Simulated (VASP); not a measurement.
Here is a VASP 6.6.1 calculation.

File POSCAR:

```
ZnS
1.0
    0.0000000000      2.6136777993      2.7753485911
    2.6136777993      0.0000000000      2.7753485911
    2.6136777993      2.6136777993      0.0000000000
Zn S
1 1
Direct
    0.0000000000      0.0000000000      0.0000000000
    0.7500000000      0.7500000000      0.7500000000
```

INCAR.step1

```
SYSTEM = ZnS
PREC = Accurate ; ENCUT = 520
ISMEAR = 0 ; SIGMA = 0.05
LREAL = .FALSE. ; LASPH = .TRUE.
NELM = 60 ; NBANDS = 16
GGA = PE ; ALGO = Normal
EDIFF = 1E-4 ; LWAVE = .TRUE.
LCHARG = .FALSE.
```

INCAR.step2

```
SYSTEM = ZnS
PREC = Accurate ; ENCUT = 520
EDIFF = 1E-6 ; ISMEAR = 0
SIGMA = 0.05 ; LREAL = .FALSE.
LASPH = .TRUE. ; NELM = 60
ALGO = Normal ; ISIF = 2
LWAVE = .FALSE. ; LCHARG = .FALSE.
METAGGA = R2SCAN ; LMIXTAU = .TRUE.
NBANDS = 16 ; ISTART = 1
```

Contents of KPOINTS:

```
regular mesh
0
G
  8 8 8
  0 0 0
```

Potentials or basis: VASP PAW PBE potentials, release 64 (Zn, S).

Run with:

```sh
$ cat potpaw_PBE.64/Zn/POTCAR potpaw_PBE.64/S/POTCAR > POTCAR
$ cp INCAR.step1 INCAR
$ mpirun -np 1 vasp_std > vasp.out
$ cp INCAR.step2 INCAR
$ mpirun -np 1 vasp_std > vasp.out
```

Task: Predict the pressure.

Result: 2.6 GPa.

Task: What does it give for the band gap on the k mesh?

Result: 2.77 eV, direct.

Stress tensor (GPa, compression positive):
```
3.55 0.00 0.00
0.00 3.55 0.00
0.00 0.00 0.64
```

Caveat: the cell differs from its parent crystal (strain -0.030 along x and y, +0.030 along z); the PAW data sets were made with another functional, which shifts forces and pressure a little.
